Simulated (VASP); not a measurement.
The system is MgH2.

```
Mg H
1.0
    -1.80728    1.80728    1.75684
     1.80728   -1.80728    1.75684
     1.80728    1.80728   -1.75684
Mg H
1 2
Direct
  0.00000 0.00000 0.00000
  0.25000 0.75000 0.50000
  0.75000 0.25000 0.50000
```

| Item | Value |
| --- | --- |
| Program | VASP 6.6.1 |
| Task | relaxation of cell and atoms |
| Functional | PBE |
| Potentials or basis | VASP PAW PBE potentials, release 64 (Mg, H) |
| Cutoff | 600 eV |
| k mesh | 8 × 8 × 8 |
| Occupations | gaussian, width 0.1 eV |
| Spin | no spin polarisation |

At the start: pressure 12.1 GPa; volume 7.65 Å³/atom.

**Question.** Where does the relaxation end?

**Answer.** Over 9 steps the energy falls by 381.0 meV/atom and the volume is 8.88 Å³/atom (+16.0 %); space group Fm-3m (No. 225, to 0.05 Å).

The path:
```csv
step,energy change (eV),largest force (eV/Å),pressure (GPa),volume (Å³)
1,0.0000,0.0000,12.07,22.95
2,-0.5169,0.0000,5.30,24.85
3,-1.0489,0.0000,-3.96,28.76
4,-1.0679,0.0000,-5.48,29.71
5,-1.1311,0.0000,-2.75,27.98
6,-1.1377,0.0000,-1.53,27.34
7,-1.1378,0.0000,-1.37,27.26
8,-1.1427,0.0000,-0.38,26.80
9,-1.1431,0.0000,0.02,26.63
```

Final structure:
```xyz
3
Lattice="-1.6782 1.6782 2.3638 1.6782 -1.6782 2.3638 1.6782 1.6782 -2.3638" Properties=species:S:1:pos:R:3 pbc="T T T"
Mg    0.0000    0.0000    0.0000
H     1.6782    0.0000    1.1819
H     0.0000    1.6782    1.1819
```

Caveat: the volume moved by over 15 % at a fixed basis, so the end points are rough.
